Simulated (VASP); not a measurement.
Set up this calculation in VASP 6.6.1, as the native input.

- Task: single point
- Functional: PBE
- Potentials or basis: VASP PAW PBE potentials, release 64 (Fe)
- Cutoff: 520 eV
- k mesh: 7 × 11 × 9
- Occupations: fermi-dirac, width 0.1 eV
- Spin: collinear spin, ferromagnetic start
- Starting moments: [4.0, 4.0] μB
- Dipole correction: no
- Further INCAR settings: ALGO = Normal; EDIFF = 1e-07; NBANDS = 19; ISYM = 0

The structure of Fe lies in POSCAR:

```
Fe
1.0
   -1.8195000000     -3.6390000000     -1.8195000000
   -1.8195000000      0.0000000000     -1.8195000000
    1.8195000000      0.0000000000     -1.8195000000
Fe
2
Direct
    0.0000000000      0.0000000000      0.0000000000
    0.5000000000      0.0000000000      0.5000000000
```

This isn't the form of Fe at room conditions, which is bcc.

One way to write it, as run:

INCAR

```
PREC = Accurate
ENCUT = 520
EDIFF = 1E-7
ISMEAR = -1
SIGMA = 0.1
LREAL = F
LASPH = T
NELM = 150
ALGO = Normal
ISIF = 2
LWAVE = F
LCHARG = F
ISPIN = 2
MAGMOM = 4 4
LORBIT = 11
LMAXMIX = 4
GGA = PE
NBANDS = 19
ISYM = 0
```

KPOINTS

```
Automatic mesh
0
Gamma
  7 11 9
```

Potentials or basis: VASP PAW PBE potentials, release 64 (Fe).

Launch:

```console
$ cat potpaw_PBE.64/Fe/POTCAR > POTCAR
$ mpirun -np 1 vasp_std > vasp.out
```

It gave:

- Pressure: -0.9 GPa
- Net moment: 5.11 μB per cell
- Site moments: Fe +2.55 μB
- Valence electrons inside the program's atomic spheres: Fe 7.15

Run time: 6.3 min on 1 thread of Oxide Virtual Turin-like Processor, on a shared host, peak memory 0.29 GiB.
